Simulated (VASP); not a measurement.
# MoS2 (P6_3/mmc) in VASP: a series of runs

MoS2 is run at these levels: PBEsol, revPBE+D4; tasks: single point, relaxation of shape and atoms at fixed volume.

Program: VASP 6.6.1. These are calculated values, not measurements. Logs are shortened: lines on timing, memory, paths and dates and some standing lists are left out, and cuts for length are marked.

**The experiment to reproduce.**

“Multiwavelength excitation Raman Scattering Analysis of bulk and 2 dimensional MoS2: Vibrational properties of atomically thin MoS2 layers”, 2015, arxiv:1506.03228 reports, for a bulk crystal of MoS2 at 300 K: band gap 1.3 eV (indirect).

The results are compared with them further down.

## Step 1: The cell of the first run

Symmetry: P6_3/mmc, No. 194, hexagonal system. Conventional cell: a = 3.145 Å, b = 3.145 Å, c = 13.963 Å, α = 90.00°, β = 90.00°, γ = 120.00°. Mo (site symmetry -6m2) has 6 S at 2.39 Å and 6 Mo at 3.15 Å within 3.2 Å. Within 3.2 Å of S (site symmetry 3m) lie 3 Mo at 2.39 Å and 7 S at 3.12 to 3.15 Å.

## Step 2: Single point, PBEsol, collinear spin (19.94 Å³/atom)

INCAR reads:

```
SYSTEM = MoS2
PREC = Accurate ; ENCUT = 500
EDIFF = 1E-6 ; ISMEAR = 0
SIGMA = 0.05 ; LREAL = .False.
LASPH = .True. ; NELM = 200
ALGO = Normal ; ISIF = 2
LWAVE = .False. ; LCHARG = .False.
ISPIN = 2 ; MAGMOM = 0.05 0.05 0 0 0 0
LORBIT = 11 ; LMAXMIX = 4
GGA = PS ; NBANDS = 39
GGA_COMPAT = .False.
```

KPOINTS reads:

```
Automatic mesh
0
Gamma
  8 8 2
  0 0 0
```

POSCAR reads:

```
MoS2
1.0
    3.1453793543      0.0000000000      0.0000000000
   -1.5726896771      2.7239784253      0.0000000000
    0.0000000000      0.0000000000     13.9631564773
Mo S
2 4
Direct
    0.3333333333      0.6666666667      0.2500000000
    0.6666666667      0.3333333333      0.7500000000
    0.3333333333      0.6666666667      0.6384174805
    0.6666666667      0.3333333333      0.1384174805
    0.3333333333      0.6666666667      0.8615825195
    0.6666666667      0.3333333333      0.3615825195
```

Potentials or basis: VASP PAW PBE potentials, release 64 (Mo_sv, S).

Run with:

```console
cat potpaw_PBE.64/Mo_sv/POTCAR potpaw_PBE.64/S/POTCAR > POTCAR
mpirun -np 1 vasp_std > vasp.out
```

OUTCAR:

```text
SYSTEM = MoS2
   PREC = Accurate
   ENCUT = 500
   EDIFF = 1E-6
   ISMEAR = 0
   LREAL = .False.
   LASPH = .True.
   NELM = 200
   ISIF = 2
   ISPIN = 2
   LORBIT = 11
   GGA = PS

 ion  position               nearest neighbor table
   1  0.333  0.667  0.250-   4 2.39   6 2.39   4 2.39   6 2.39   4 2.39   6 2.39
   2  0.667  0.333  0.750-   3 2.39   5 2.39   3 2.39   5 2.39   3 2.39   5 2.39
   3  0.333  0.667  0.638-   2 2.39   2 2.39   2 2.39
   4  0.667  0.333  0.138-   1 2.39   1 2.39   1 2.39
   5  0.333  0.667  0.862-   2 2.39   2 2.39   2 2.39
   6  0.667  0.333  0.362-   1 2.39   1 2.39   1 2.39

  LATTYP: Found a hexagonal cell.
 ALAT       =     3.1453793543
 C/A-ratio  =     4.4392599125

  Lattice vectors:

 A1 = (   3.1453793543,   0.0000000000,   0.0000000000)
 A2 = (  -1.5726896771,   2.7239784253,   0.0000000000)
 A3 = (   0.0000000000,   0.0000000000,  13.9631564773)

Analysis of symmetry for initial positions (statically):
=====================================================================
 Subroutine PRICEL returns:
 Original cell was already a primitive cell.

 Routine SETGRP: Setting up the symmetry group for a
 hexagonal supercell.

 Subroutine GETGRP returns: Found 24 space group operations
 (whereof 12 operations were pure point group operations)
 out of a pool of 24 trial point group operations.

The static configuration has the point symmetry D_3d.
 The point group associated with its full space group is D_6h.

Analysis of symmetry for dynamics (positions and initial velocities):
=====================================================================
 Subroutine PRICEL returns:
 Original cell was already a primitive cell.

 Routine SETGRP: Setting up the symmetry group for a
 hexagonal supercell.

 Subroutine GETGRP returns: Found 24 space group operations
 (whereof 12 operations were pure point group operations)
 out of a pool of 24 trial point group operations.

The dynamic configuration has the point symmetry D_3d.
 The point group associated with its full space group is D_6h.

Analysis of structural, dynamic, and magnetic symmetry:
=====================================================================
 Subroutine PRICEL returns:
 Original cell was already a primitive cell.

 Routine SETGRP: Setting up the symmetry group for a
 hexagonal supercell.

 Subroutine GETGRP returns: Found 24 space group operations
 (whereof 12 operations were pure point group operations)
 out of a pool of 24 trial point group operations.

The overall configuration has the point symmetry D_3d.
 The point group associated with its full space group is D_6h.

 Subroutine INISYM returns: Found 24 space group operations
 (whereof 12 operations are pure point group operations),
 and found     1 'primitive' translations

----------------------------------------------------------------------------------------

                                     Primitive cell

  volume of cell :     119.6356

  direct lattice vectors                    reciprocal lattice vectors
     3.145379354  0.000000000  0.000000000     0.317926675  0.183555051  0.000000000
    -1.572689677  2.723978425  0.000000000     0.000000000  0.367110103  0.000000000
     0.000000000  0.000000000 13.963156477     0.000000000  0.000000000  0.071617045

  length of vectors
     3.145379354  3.145379354 13.963156477     0.367110103  0.367110103  0.071617045

  position of ions in fractional coordinates (direct lattice)
     0.333333333  0.666666667  0.250000000
     0.666666667  0.333333333  0.750000000
     0.333333333  0.666666667  0.638417481
     0.666666667  0.333333333  0.138417481
     0.333333333  0.666666667  0.861582519
     0.666666667  0.333333333  0.361582519

  ion indices of the primitive-cell ions
   primitive index   ion index
                 1           1
                 2           2
                 3           3
                 4           4
                 5           5
                 6           6

----------------------------------------------------------------------------------------

 KPOINTS: Automatic mesh

Automatic generation of k-mesh.
 Grid dimensions read from file:
 generate k-points for:    8    8    2

 Generating k-lattice:

  Cartesian coordinates                     Fractional coordinates (reciprocal lattice)
     0.039740834  0.022944381  0.000000000     0.125000000  0.000000000  0.000000000
     0.000000000  0.045888763  0.000000000     0.000000000  0.125000000  0.000000000
     0.000000000  0.000000000  0.035808522     0.000000000  0.000000000  0.500000000

  Length of vectors
     0.045888763  0.045888763  0.035808522

  Shift w.r.t. Gamma in fractional coordinates (k-lattice)
     0.000000000  0.000000000  0.000000000

 Subroutine IBZKPT returns following result:
 ===========================================

 Found     20 irreducible k-points:

 Following reciprocal coordinates:
            Coordinates               Weight
  0.000000  0.000000  0.000000      1.000000
  0.125000 -0.000000  0.000000      6.000000
  0.250000 -0.000000  0.000000      6.000000
  0.375000  0.000000  0.000000      6.000000
  0.500000 -0.000000  0.000000      3.000000
  0.125000  0.125000  0.000000      6.000000
[... 12 lines left out ...]
  0.250000  0.250000  0.500000      6.000000
  0.375000  0.250000  0.500000      6.000000
   k-points           NKPTS =     20   k-points in BZ     NKDIM =     20   number of bands    NBANDS=     39
   number of dos      NEDOS =    301   number of ions     NIONS =      6
   total plane-waves  NPLWV =  62208
   dimension x,y,z NGX =    24 NGY =   24 NGZ =  108
   dimension x,y,z NGXF=    48 NGYF=   48 NGZF=  216
   ions per type =               2   4
   NGX,Y,Z   is equivalent  to a cutoff of  12.68, 12.68, 12.86 a.u.
   NGXF,Y,Z  is equivalent  to a cutoff of  25.37, 25.37, 25.72 a.u.
 SYSTEM =  MoS2
   PREC   = accura    normal or accurate (medium, high low for compatibility)
   ISTART =      0    job   : 0-new  1-cont  2-samecut
   ICHARG =      2    charge: 1-file 2-atom 10-const
   ISPIN  =      2    spin polarized calculation?
   LNONCOLLINEAR =      F non collinear calculations
   LSORBIT =      F    spin-orbit coupling
   LASPH  =      T    aspherical Exc in radial PAW
   ENCUT  =  500.0 eV  36.75 Ry    6.06 a.u.   5.73  5.73 25.46*2*pi/ulx,y,z
   NELM   =    200;   NELMIN=  2; NELMDL= -5     # of ELM steps
   EDIFF  = 0.1E-05   stopping-criterion for ELM
   LREAL  =      F    real-space projection
[... 7 lines left out ...]
   TEBEG  =    0.0;   TEEND  =   0.0 temperature during run
   PSTRESS=    0.0 pullay stress
   NELECT =      52.0000    total number of electrons
   NUPDOWN=      -1.0000    fix difference up-down
   EMIN   =  10.00;   EMAX   =-10.00  energy-range for DOS
   EFERMI =   0.00;   METHOD = LEGACY
   ISMEAR =     0;   SIGMA  =   0.05  broadening in eV -4-tet -1-fermi 0-gaus
   EFERMI_NEDOS =   21; number of points for ismear=-14 and -15
   IALGO  =     38    algorithm
   IMIX   =      4    mixing-type and parameters
     AMIX     =   0.40;   BMIX     =  1.00
     AMIX_MAG =   1.60;   BMIX_MAG =  1.00
  volume/ion in A,a.u.               =      19.94       134.56
  Fermi-wavevector in a.u.,A,eV,Ry     =   1.240098  2.343445 20.923609  1.537842
  Thomas-Fermi vector in A             =   2.374553
   LORBIT       =     11    0 simple, 1 ext, 2 COOP (PROOUT), +10 PAW based schemes
   GGA     = PS    functional components
   LHFCALC =     F    Hartree Fock is set to
   AEXX    =    0.0000 exact exchange contribution
   IVDW    =     0    specifies the selected vdW correction
   LEPSILON=     F    determine dielectric tensor
   LRPA    =     F    only Hartree local field effects (RPA)
 spin polarized calculation
 Gauss-broadening in eV      SIGMA  =   0.05
  energy-cutoff  :      500.00
  volume of cell :      119.64
 maximum number of plane-waves:      3068
 NGX is ok and might be reduce to    24
   NGX = 11   NGY = 11   NGZ = 51

 number of electron      51.9999999 magnetization       0.0000540

 Free energy of the ion-electron system (eV)
  ---------------------------------------------------
  ext. energy  EPLUGINS =         0.00000000
  ---------------------------------------------------
  free energy    TOTEN  =       -46.87624527 eV

  energy without entropy =      -46.87624527  energy(sigma->0) =      -46.87624527

 E-fermi :   6.0614     XC(G=0): -10.1248

 val. band max:        5.6657081764   @ k =   0.0000   0.0000   0.0000
 cond. band min:       7.2447356943   @ k =   0.2500   0.1250   0.0000
 fundamental gap:      1.5790275179
 Fermi energy:         6.0614411839

 spin component 1

 k-point     1 :       0.0000    0.0000    0.0000
  band No.  band energies     occupation
      1     -55.3058      1.00000
      2     -55.3058      1.00000
      3     -29.5142      1.00000
      4     -29.5142      1.00000
      5     -29.2561      1.00000
      6     -29.2561      1.00000
[... 30 lines left out ...]
     37      12.7896      0.00000
     38      13.2092      0.00000

 k-point     2 :       0.1250   -0.0000    0.0000
  band No.  band energies     occupation
      1     -55.2993      1.00000
      2     -55.2993      1.00000
      3     -29.5016      1.00000
      4     -29.5015      1.00000
      5     -29.3202      1.00000
      6     -29.3202      1.00000
[... 30 lines left out ...]
     37      13.3054      0.00000
     38      13.3870      0.00000
[... 695 lines left out ...]
     37      13.8337      0.00000
     38      13.8337      0.00000

 k-point    20 :       0.3750    0.2500    0.5000
  band No.  band energies     occupation
      1     -55.2566      1.00000
      2     -55.2566      1.00000
      3     -29.6088      1.00000
      4     -29.6088      1.00000
      5     -29.4848      1.00000
      6     -29.4848      1.00000
[... 30 lines left out ...]
     37      13.6471      0.00000
     38      13.6471      0.00000
 Fermi energy:         6.0614411839

 spin component 2

 k-point     1 :       0.0000    0.0000    0.0000
  band No.  band energies     occupation
      1     -55.3058      1.00000
      2     -55.3058      1.00000
      3     -29.5142      1.00000
      4     -29.5142      1.00000
      5     -29.2561      1.00000
      6     -29.2561      1.00000
[... 30 lines left out ...]
     37      12.7897      0.00000
     38      13.2092      0.00000

 k-point     2 :       0.1250   -0.0000    0.0000
  band No.  band energies     occupation
      1     -55.2993      1.00000
      2     -55.2993      1.00000
      3     -29.5016      1.00000
      4     -29.5015      1.00000
      5     -29.3202      1.00000
      6     -29.3202      1.00000
[... 30 lines left out ...]
     37      13.3054      0.00000
     38      13.3870      0.00000
[... 695 lines left out ...]
     37      13.8337      0.00000
     38      13.8337      0.00000

 k-point    20 :       0.3750    0.2500    0.5000
  band No.  band energies     occupation
      1     -55.2566      1.00000
      2     -55.2566      1.00000
      3     -29.6088      1.00000
      4     -29.6088      1.00000
      5     -29.4848      1.00000
      6     -29.4848      1.00000
[... 30 lines left out ...]
     37      13.6471      0.00000
     38      13.6471      0.00000
 [bands above 38 left out]

------------------------ aborting loop because EDIFF is reached ----------------------------------------

  FORCE on cell =-STRESS in cart. coord.  units (eV):
  Direction    XX          YY          ZZ          XY          YZ          ZX
  --------------------------------------------------------------------------------------
  -------------------------------------------------------------------------------------
  Total       -0.3274345     -0.3274345     -0.3480669     -0.0000000     -0.0000000     -0.0000000
  in kB       -4.3850523     -4.3850523     -4.6613643     -0.0000000     -0.0000000     -0.0000000
  external PRESSURE =      -4.4771563 kB  Pullay stress =       0.0000000 kB

 VOLUME and BASIS-vectors are now :
 -----------------------------------------------------------------------------
  energy-cutoff  :      500.00
  volume of cell :      119.64
      direct lattice vectors                 reciprocal lattice vectors
     3.145379354  0.000000000  0.000000000     0.317926675  0.183555051  0.000000000
    -1.572689677  2.723978425  0.000000000     0.000000000  0.367110103  0.000000000
     0.000000000  0.000000000 13.963156477     0.000000000  0.000000000  0.071617045

 POSITION                                       TOTAL-FORCE (eV/Angst)
 -----------------------------------------------------------------------------------
     -0.00000      1.81599      3.49079        -0.000000      0.000000      0.000000
      1.57269      0.90799     10.47237         0.000000     -0.000000      0.000000
     -0.00000      1.81599      8.91432         0.000000     -0.000000      0.002992
      1.57269      0.90799      1.93274        -0.000000      0.000000      0.002992
     -0.00000      1.81599     12.03041         0.000000     -0.000000     -0.002992
      1.57269      0.90799      5.04883        -0.000000      0.000000     -0.002992
 -----------------------------------------------------------------------------------
    total drift:                               -0.000000      0.000000     -0.000000

  FREE ENERGIE OF THE ION-ELECTRON SYSTEM (eV)
  ---------------------------------------------------
  free  energy   TOTEN  =       -46.8762452664 eV

  energy  without entropy=      -46.8762452664  energy(sigma->0) =      -46.87624527

 total charge

# of ion       s       p       d       tot
------------------------------------------
    1        2.299   6.230   3.988  12.517
    2        2.299   6.230   3.988  12.517
    3        1.357   2.328   0.000   3.685
    4        1.357   2.328   0.000   3.685
    5        1.357   2.328   0.000   3.685
    6        1.357   2.328   0.000   3.685
--------------------------------------------------
tot         10.027  21.771   7.976  39.774

 magnetization (x)

# of ion       s       p       d       tot
------------------------------------------
    1       -0.000  -0.000  -0.000  -0.000
    2       -0.000  -0.000  -0.000  -0.000
    3       -0.000  -0.000   0.000  -0.000
    4       -0.000  -0.000   0.000  -0.000
    5       -0.000  -0.000   0.000  -0.000
    6       -0.000  -0.000   0.000  -0.000
--------------------------------------------------
tot         -0.000  -0.000  -0.000  -0.000
```

Wall time 2.6 min (1 thread of Intel Xeon 6975P-C (Granite Rapids), shared host); peak memory 0.35 GiB.

Results:

| Quantity | Value |
| --- | --- |
| Free energy | -46.8762 eV |
| Pressure | -0.4 GPa |
| Band gap on the k mesh | 1.58 eV (least direct gap 2.08 eV) |
| Net moment | 0.00 μB per cell |
| Valence electrons inside the program's atomic spheres | Mo 12.52; S 3.69 |

Forces on the atoms (eV/Å):
```
Mo   0.000  0.000  0.000
Mo   0.000  0.000  0.000
S    0.000  0.000  0.003
S    0.000  0.000  0.003
S    0.000  0.000 -0.003
S    0.000  0.000 -0.003
```

Caveat: the PAW data sets were made with another functional, which shifts forces and pressure a little; this functional lacks dispersion, which binds the layers, so the pressure and a relaxed spacing across them are unreliable.

## Step 3: Relaxation of shape and atoms at fixed volume, revPBE+D4, collinear spin (16.12 Å³/atom)

This run uses another cell than the first one, of 16.12 Å³/atom.

INCAR reads:

```
PREC = Accurate
ENCUT = 500
EDIFF = 1E-7
ISMEAR = 0
SIGMA = 0.05
LREAL = False
LASPH = True
NELM = 200
ALGO = Normal
ISIF = 4
LWAVE = False
LCHARG = False
ISPIN = 2
MAGMOM = 0.05 0.05 0 0 0 0
LORBIT = 11
LMAXMIX = 4
GGA = RE
IVDW = 13
IBRION = 2
NSW = 60
EDIFFG = -0.01
GGA_COMPAT = False
NELMIN = 4
```

KPOINTS reads:

```
regular mesh
0
Gamma
  8 8 2
```

POSCAR reads:

```
MoS2
1.0
    3.1044689506      0.0000000000      0.0000000000
   -1.5522344753      2.6885489765      0.0000000000
    0.0000000000      0.0000000000     11.5901937397
Mo S
2 4
Direct
    0.3333333333      0.6666666667      0.2500000000
    0.6666666667      0.3333333333      0.7500000000
    0.3333333333      0.6666666667      0.6156742518
    0.6666666667      0.3333333333      0.1156742518
    0.3333333333      0.6666666667      0.8843257482
    0.6666666667      0.3333333333      0.3843257482
```

Potentials or basis: VASP PAW PBE potentials, release 64 (Mo_sv, S).

Run with:

```console
cat potpaw_PBE.64/Mo_sv/POTCAR potpaw_PBE.64/S/POTCAR > POTCAR
mpirun -np 1 vasp_std > vasp.out
```

Wall time 4.6 min (1 thread of Intel Xeon 6975P-C (Granite Rapids), shared host); peak memory 0.3 GiB.

The run converged. Its results:

```
Free energy                                           : -46.1045 eV
Energy gained by relaxing                             : 1.8 meV/atom
Ionic steps                                           : 6
Pressure after relaxing                               : 3.0 GPa
Largest force after relaxing                          : 0.008 eV/Å
Band gap on the k mesh                                : 0.64 eV (least direct gap 1.97 eV)
Net moment                                            : 0.00 μB per cell
Valence electrons inside the program's atomic spheres : Mo 12.54; S 3.73
Dispersion energy per atom                            : -0.866 eV
```

Forces on the atoms (eV/Å):
```
Mo   0.000  0.000  0.000
Mo   0.000  0.000  0.000
S    0.000  0.000  0.008
S    0.000  0.000  0.008
S    0.000  0.000 -0.008
S    0.000  0.000 -0.008
```

Step by step:
```
step  energy change (eV)  largest force (eV/Å)  pressure (GPa)  volume (Å³)
   1              0.0000                0.3025            4.80        96.74
   2             -0.0077                0.0380            3.18        96.74
   3             -0.0079                0.0117            3.42        96.74
   4             -0.0103                0.0020            3.11        96.74
   5             -0.0106                0.0062            3.04        96.74
   6             -0.0106                0.0080            2.99        96.74
```

Final structure:
```
CELL_PARAMETERS angstrom
3.11140 0.00000 0.00000
-1.55570 2.69455 0.00000
0.00000 0.00000 11.53862
ATOMIC_POSITIONS crystal
Mo 0.33333 0.66667 0.25000
Mo 0.66667 0.33333 0.75000
S 0.33333 0.66667 0.61414
S 0.66667 0.33333 0.11414
S 0.33333 0.66667 0.88586
S 0.66667 0.33333 0.38586
```

Levels at points of the mesh, in eV from the valence-band top:
Spin up:
```csv
k point,band 22,band 23,band 24,band 25,band 26,band 27,band 28,band 29,band 30,band 31
"(0.00, 0.00, 0.00)",-2.27,-2.27,-1.60,-0.86,0.00,1.97,1.97,2.02,2.02,2.03
"(0.50, 0.00, 0.00)",-2.73,-2.04,-1.77,-1.57,-1.52,1.56,1.65,1.88,2.34,2.69
"(0.00, 0.00, 0.50)",-2.33,-2.33,-2.33,-0.23,-0.23,1.95,1.95,1.95,1.95,2.26
"(0.50, 0.00, 0.50)",-3.04,-1.81,-1.81,-1.62,-1.62,1.59,1.59,2.13,2.13,3.17
```
Spin down:
| k point | band 22 | band 23 | band 24 | band 25 | band 26 | band 27 | band 28 | band 29 | band 30 | band 31 |
| --- | --- | --- | --- | --- | --- | --- | --- | --- | --- | --- |
| (0.00, 0.00, 0.00) | -2.27 | -2.27 | -1.60 | -0.86 | 0.00 | 1.97 | 1.97 | 2.02 | 2.02 | 2.03 |
| (0.50, 0.00, 0.00) | -2.73 | -2.04 | -1.77 | -1.57 | -1.52 | 1.56 | 1.65 | 1.88 | 2.34 | 2.69 |
| (0.00, 0.00, 0.50) | -2.33 | -2.33 | -2.33 | -0.23 | -0.23 | 1.95 | 1.95 | 1.95 | 1.95 | 2.26 |
| (0.50, 0.00, 0.50) | -3.04 | -1.81 | -1.81 | -1.62 | -1.62 | 1.59 | 1.59 | 2.13 | 2.13 | 3.17 |

Caveat: the PAW data sets were made with another functional, which shifts forces and pressure a little. A k mesh can miss the band edges.

(Part 1 of 2 ends here.)
